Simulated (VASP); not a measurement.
A run of VASP 6.6.1 is set up as follows.

The input INCAR:

```
SYSTEM = RbCdCO3F
  PREC = Accurate
  ENCUT = 520
  EDIFF = 1E-6
  ISMEAR = 0
  SIGMA = 0.02
  LREAL = .False.
  LASPH = .True.
  NELM = 60
  ALGO = Normal
  ISIF = 2
  LWAVE = .False.
  LCHARG = .True.
  GGA = PE
  LELF = .True.
  LVHAR = .True.
  NBANDS = 34
```

File KPOINTS:

```
regular mesh
0
Gamma
  6 6 6
  0 0 0
```

File POSCAR:

```
RbCdCO3F
1.0
    5.1754480542      0.0000000000      0.0000000000
   -2.5877240271      4.4820694909      0.0000000000
    0.0000000000      0.0000000000      4.6255369127
Rb Cd C O F
1 1 1 3 1
Direct
    0.0000000000      0.0000000000      0.0000000000
    0.6666666667      0.3333333333      0.5000000000
    0.3333333333      0.6666666667      0.5000000000
    0.1891507587      0.3783015173      0.5000000000
    0.1891507587      0.8108492413      0.5000000000
    0.6216984827      0.8108492413      0.5000000000
    0.6666666667      0.3333333333      0.0000000000
```

Potentials or basis: VASP PAW PBE potentials, release 64 (Rb_sv, Cd, C, O, F).

Run with:

```sh
$ cat potpaw_PBE.64/Rb_sv/POTCAR potpaw_PBE.64/Cd/POTCAR potpaw_PBE.64/C/POTCAR potpaw_PBE.64/O/POTCAR potpaw_PBE.64/F/POTCAR > POTCAR
$ mpirun -np 1 vasp_std > vasp.out
```

Task: Estimate the pressure.

Result: 0.6 GPa.

Task: Estimate the band gap on the k mesh.

Result: 1.53 eV, indirect (the least direct gap lies 3.3 meV higher).

Task: Estimate the largest force.

Result: 0.263 eV/Å.

Forces in eV/Å, atoms in the order of the input:
```
Rb   0.000  0.000  0.000
Cd   0.000  0.000  0.000
C    0.000  0.000  0.000
O    0.000 -0.263  0.000
O   -0.227  0.131  0.000
O    0.227  0.131  0.000
F    0.000  0.000  0.000
```

A k mesh can miss the band edges. As with any semilocal functional, this PBE gap is likely too small.
